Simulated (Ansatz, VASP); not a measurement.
**ZnSe in VASP and in Ansatz**

```
Zn Se
1.0
     0.00000    2.86636    2.86636
     2.86636    0.00000    2.86636
     2.86636    2.86636    0.00000
Zn Se
1 1
Cartesian
  0.0000 0.0000 0.0000
  1.4332 1.4332 1.4332
```

Alike in both runs: functional PBE; k mesh 11 × 11 × 11; occupations fermi-dirac, width 0.1 eV; no spin polarisation.

Ansatz relaxed the structure, and its values are those at the end. VASP's run is a single point on that final structure, the one shown.

```csv
,VASP,Ansatz
version,VASP 6.6.1,Ansatz 0.2.0
potentials or method,"VASP PAW PBE potentials, release 64 (Zn, Se)","PAW with Ansatz's default frozen-core files, scalar-relativistic"
plane-wave cutoff (eV),520,420
valence electrons in the cell,18,28
```

|  | VASP | Ansatz | Ansatz less VASP |
| --- | --- | --- | --- |
| pressure (GPa) | 0.2 | 0.0 | -0.20 |

VASP's potentials hold 18 valence electrons a cell and Ansatz's 28, so a difference there can come from the potentials and not from the codes.
